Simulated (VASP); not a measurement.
Write the native input for VASP 6.6.1 that does the following.

| Property | Result |
| --- | --- |
| Task | relaxation of cell and atoms |
| Functional | PBEsol |
| Potentials or basis | VASP PAW PBE potentials, release 64 (Zn) |
| Cutoff | 600 eV |
| k mesh | 11 × 11 × 6 |
| Occupations | fermi-dirac, width 0.05 eV |
| Spin | no spin polarisation |
| Target pressure | 5 GPa |
| Dipole correction | no |
| Further INCAR settings | ALGO = Fast; EDIFF = 1e-06; IBRION = 2; EDIFFG = -0.01; NSW = 60; ISIF = 3 |

The structure of Zn lies in POSCAR:

```
Zn
1.0
    2.6700000000      0.0000000000      0.0000000000
   -1.3350000000      2.3122878281      0.0000000000
    0.0000000000      0.0000000000      4.9660000000
Zn
2
Direct
    0.6666666667      0.3333333333      0.7500000000
    0.3333333333      0.6666666667      0.2500000000
```

The input as run:

INCAR

```
  PREC = Accurate
  ENCUT = 600
  EDIFF = 1E-6
  ISMEAR = -1
  SIGMA = 0.05
  LREAL = F
  LASPH = T
  NELM = 60
  ALGO = Fast
  ISIF = 3
  LWAVE = F
  LCHARG = F
  GGA = PS
  IBRION = 2
  NSW = 60
  EDIFFG = -0.01
  PSTRESS = 50.0
```

KPOINTS

```
regular mesh
0
Gamma
  11 11 6
```

Potentials or basis: VASP PAW PBE potentials, release 64 (Zn).

Run with:

```console
$ cat potpaw_PBE.64/Zn/POTCAR > POTCAR
$ mpirun -np 1 vasp_std > vasp.out
```

Results of the run:

```json
{
  "Relaxed volume": "13.37 Å³/atom",
  "Relaxed cell": "a = 2.655 Å, b = 2.655 Å, c = 4.381 Å, α = 90.00°, β = 90.00°, γ = 120.00°",
  "Space group after relaxing (to 0.1 Å)": "P6_3/mmc (No. 194)",
  "Energy change on relaxing (the run minimises the enthalpy)": "-23.5 meV/atom",
  "Ionic steps": "33",
  "Pressure after relaxing": "5.0 GPa",
  "Band gap on the k mesh": "zero (bands 12 and 13 overlap by 2.88 eV)"
}
```

Caveat: the cell is relaxed towards a set pressure, so the run minimises the enthalpy, not the energy; the PAW data sets were made with another functional, which shifts forces and pressure a little.

It took 12 min on 1 thread of Intel Xeon 8259CL, with other jobs on the host, peak memory 0.19 GiB.
